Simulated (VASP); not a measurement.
Write the native input for VASP 6.6.1 that does the following.

```yaml
Task: single point
Functional: PBE
Potentials_or_basis: VASP PAW PBE potentials, release 64 (Al, Ni)
Cutoff: 520 eV
k_mesh: 20 × 20 × 20
Occupations: gaussian, width 0.15 eV
Spin: no spin polarisation
Dipole_correction: no
Further_INCAR_settings: ALGO = Fast; EDIFF = 1e-07; NBANDS = 14
```

The structure of AlNi lies in POSCAR:

```
AlNi
1.0
    2.0785589786     -2.0785589786      0.0000000000
    2.0785589786      2.0785589786      0.0000000000
    0.0000000000      0.0000000000      2.9011416498
Al Ni
1 1
Direct
    0.0000000000      0.0000000000      0.0000000000
    0.5000000000      0.5000000000      0.5000000000
```

This cell differs from its parent crystal: strain +0.0175 x Voigt [1, 1, 0, 0, 0, 0].

The input as run:

INCAR

```
SYSTEM = AlNi
PREC = Accurate ; ENCUT = 520
EDIFF = 1E-7 ; ISMEAR = 0
SIGMA = 0.15 ; LREAL = .False.
LASPH = .True. ; NELM = 100
ALGO = Fast ; ISIF = 2
LWAVE = .False. ; LCHARG = .True.
GGA = PE ; LELF = .True.
LVHAR = .True. ; NBANDS = 14
```

KPOINTS

```
Automatic mesh
0
Gamma
  20 20 20
  0 0 0
```

Potentials or basis: VASP PAW PBE potentials, release 64 (Al, Ni).

Run with:

```sh
$ cat potpaw_PBE.64/Al/POTCAR potpaw_PBE.64/Ni/POTCAR > POTCAR
$ mpirun -np 1 vasp_std > vasp.out
```

It gave:

* Pressure: -5.2 GPa

Caveat: the cell differs from its parent crystal (strain +0.0175 x Voigt [1, 1, 0, 0, 0, 0]).

Run time: 110 s on 1 thread of Intel(R) Xeon(R) Platinum 8488C (Sapphire Rapids), on a shared host, peak memory 0.36 GiB.
